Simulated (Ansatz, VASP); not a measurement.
# Two plane-wave programs on In

File INCAR:

```
SYSTEM = In
PREC = Accurate
ENCUT = 520
EDIFF = 1E-6
ISMEAR = 0
SIGMA = 0.1
LREAL = .False.
LASPH = .True.
NELM = 80
ALGO = Fast
ISIF = 2
LWAVE = .False.
LCHARG = .False.
GGA = PE
NBANDS = 26
```

Contents of KPOINTS:

```
Automatic mesh
0
Gamma
  10 10 10
  0 0 0
```

Contents of POSCAR:

```
In
1.0
    4.3626338635      0.0000000000      0.0000000000
    0.0000000000      4.3626338635      0.0000000000
    0.0000000000      0.0000000000      4.3626338635
In
3
Direct
    0.5000000000      0.0000000000      0.0000000000
    0.0000000000      0.5000000000      0.0000000000
    0.0000000000      0.0000000000      0.5000000000
```

Input for Ansatz:

```yaml
crystal:
  lattice:
    - [4.3626338635, 0.0, 0.0]
    - [0.0, 4.3626338635, 0.0]
    - [0.0, 0.0, 4.3626338635]
  atoms:
    - { symbol: In, position: [0.5, 0.0, 0.0] }
    - { symbol: In, position: [0.0, 0.5, 0.0] }
    - { symbol: In, position: [0.0, 0.0, 0.5] }
basis:
  ecutwfc: 420
kpoints:
  mp_grid: { grid: [10, 10, 10] }
hamiltonian:
  xc: pbe
scf:
  occupations: { method: gaussian, width: 0.1 }
output:
  forces: true
  stress: true
  eigenvalues: true
```

Alike in both runs: task single point; functional PBE; k mesh 10 × 10 × 10; occupations gaussian, width 0.1 eV; no spin polarisation.

|  | VASP | Ansatz |
| --- | --- | --- |
| version | VASP 6.6.1 | Ansatz 0.2.0 |
| potentials or method | VASP PAW PBE potentials, release 64 (In_d), cutoff 520 eV | scalar-relativistic, plane waves, PAW |
| valence electrons in the cell | 39 | 39 |

```csv
,VASP,Ansatz,Ansatz less VASP
gap on the k mesh at the Fermi level (eV),none,none,-
pressure (GPa),3.6,3.6,-0.02
```

A gap of «none» marks a metal or a gap that the smearing closes.
